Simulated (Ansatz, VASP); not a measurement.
One calculation of C, two programs

The input INCAR:

```
ALGO = Normal ; EDIFF = 1E-7
ENCUT = 520 ; GGA = PE
ISIF = 2 ; ISMEAR = 0
LASPH = True ; LCHARG = False
LREAL = False ; LWAVE = False
NBANDS = 31 ; NELM = 80
PREC = Accurate ; SIGMA = 0.05
```

The input KPOINTS:

```
k-points
0
Gamma
  12 12 12
```

The input POSCAR:

```
C
1.0
    1.1715996129      0.6764233519     10.3670139469
   -1.1715996129      0.6764233519     10.3670139469
    0.0000000000     -1.3528467038     10.3670139469
C
10
Direct
    0.0248257000      0.0248257000      0.0248257000
    0.9751743000      0.9751743000      0.9751743000
    0.1086810650      0.1086810650      0.1086810650
    0.8913189350      0.8913189350      0.8913189350
    0.1583663742      0.1583663742      0.1583663742
    0.8416336258      0.8416336258      0.8416336258
    0.3748589682      0.3748589682      0.3748589682
    0.6251410318      0.6251410318      0.6251410318
    0.4253192967      0.4253192967      0.4253192967
    0.5746807033      0.5746807033      0.5746807033
```

Input for Ansatz:

```yaml
crystal:
  lattice:
    - [1.1715996129, 0.6764233519, 10.3670139469]
    - [-1.1715996129, 0.6764233519, 10.3670139469]
    - [0.0, -1.3528467038, 10.3670139469]
  atoms:
    - { symbol: C, position: [0.0248257, 0.0248257, 0.0248257] }
    - { symbol: C, position: [0.9751743, 0.9751743, 0.9751743] }
    - { symbol: C, position: [0.108681065, 0.108681065, 0.108681065] }
    - { symbol: C, position: [0.891318935, 0.891318935, 0.891318935] }
    - { symbol: C, position: [0.1583663742, 0.1583663742, 0.1583663742] }
    - { symbol: C, position: [0.8416336258, 0.8416336258, 0.8416336258] }
    - { symbol: C, position: [0.3748589682, 0.3748589682, 0.3748589682] }
    - { symbol: C, position: [0.6251410318, 0.6251410318, 0.6251410318] }
    - { symbol: C, position: [0.4253192967, 0.4253192967, 0.4253192967] }
    - { symbol: C, position: [0.5746807033, 0.5746807033, 0.5746807033] }
basis:
  ecutwfc: 520.0
kpoints:
  mp_grid: { grid: [12, 12, 12] }
hamiltonian:
  xc: pbe
  pseudopotentials: { kind: paw, azcp: { folder: soft_1 } }
scf:
  occupations: { method: gaussian, width: 0.05 }
output:
  forces: true
  stress: true
  eigenvalues: true
```

Change from the starting cell: normal strain along x -0.0700, normal strain along y -0.0700.

Alike in both runs: task single point; functional PBE; k mesh 12 × 12 × 12; occupations gaussian, width 0.05 eV; no spin polarisation.

|  | VASP | Ansatz |
| --- | --- | --- |
| version | VASP 6.6.1 | Ansatz 0.2.0 |
| potentials or method | VASP PAW PBE potentials, release 64 (C), cutoff 520 eV | scalar-relativistic, plane waves, PAW |
| valence electrons in the cell | 40 | 40 |

|  | VASP | Ansatz | Ansatz less VASP |
| --- | --- | --- | --- |
| gap on the k mesh at the Fermi level (eV) | 3.77 | 3.77 | +0.005 |
| least direct gap on the mesh (eV) | 3.77 | 3.77 | +0.005 |
| pressure (GPa) | 86.8 | 85.6 | -1.23 |
| traceless stress, the component that is largest in VASP (GPa) | -76.83 | -76.40 | +0.429 |
| rms of the force components (eV/Å) | 0.378 | 0.363 | -0.0154 |

Atom by atom the forces differ by 0.015 eV/Å (rms over components). Both programs put the cell under a high pressure, so it lies far from rest at this level. With one functional, cell and mesh, what is left measures potentials, basis and numerics.

Noted on VASP's run: the cell as given lies far from equilibrium.
